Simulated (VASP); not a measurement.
Wanted: the native input for a VASP 6.6.1 run.

```yaml
Task: single point
Functional: PBEsol
Potentials_or_basis: VASP PAW PBE potentials, release 64 (Al, Ni)
Cutoff: 520 eV
k_mesh: 16 × 16 × 14
Occupations: gaussian, width 0.1 eV
Spin: no spin polarisation
Dipole_correction: no
Further_INCAR_settings: ALGO = Normal; EDIFF = 1e-06; NBANDS = 14
```

The structure of AlNi lies in POSCAR:

```
AlNi
1.0
    1.9872561339     -1.9872561339      0.0000000000
    1.9872561339      1.9872561339      0.0000000000
    0.0000000000      0.0000000000      2.8193172469
Al Ni
1 1
Direct
    0.0000000000      0.0000000000      0.0000000000
    0.5000000000      0.5000000000      0.5000000000
```

The input as run:

INCAR

```
ALGO = Normal ; EDIFF = 1E-6
ENCUT = 520 ; GGA = PS
ISIF = 2 ; ISMEAR = 0
LASPH = True ; LCHARG = True
LELF = True ; LREAL = False
LVHAR = True ; LWAVE = False
NBANDS = 14 ; NELM = 80
PREC = Accurate ; SIGMA = 0.1
```

KPOINTS

```
k-points
0
Gamma
  16 16 14
```

Potentials or basis: VASP PAW PBE potentials, release 64 (Al, Ni).

The run is started by

```sh
$ cat potpaw_PBE.64/Al/POTCAR potpaw_PBE.64/Ni/POTCAR > POTCAR
$ mpirun -np 1 vasp_std > vasp.out
```

Results of the run:

```yaml
Pressure: 10.2 GPa
Band_gap_on_the_k_mesh: zero (an odd number of electrons rules out a gap without spin polarisation)
```

Caveat: the cell stands under pressure; the PAW data sets were made with another functional, which shifts forces and pressure a little.

Run time: 2.3 min on 1 thread of Intel Xeon 8259CL (shared host), peak memory 0.23 GiB.
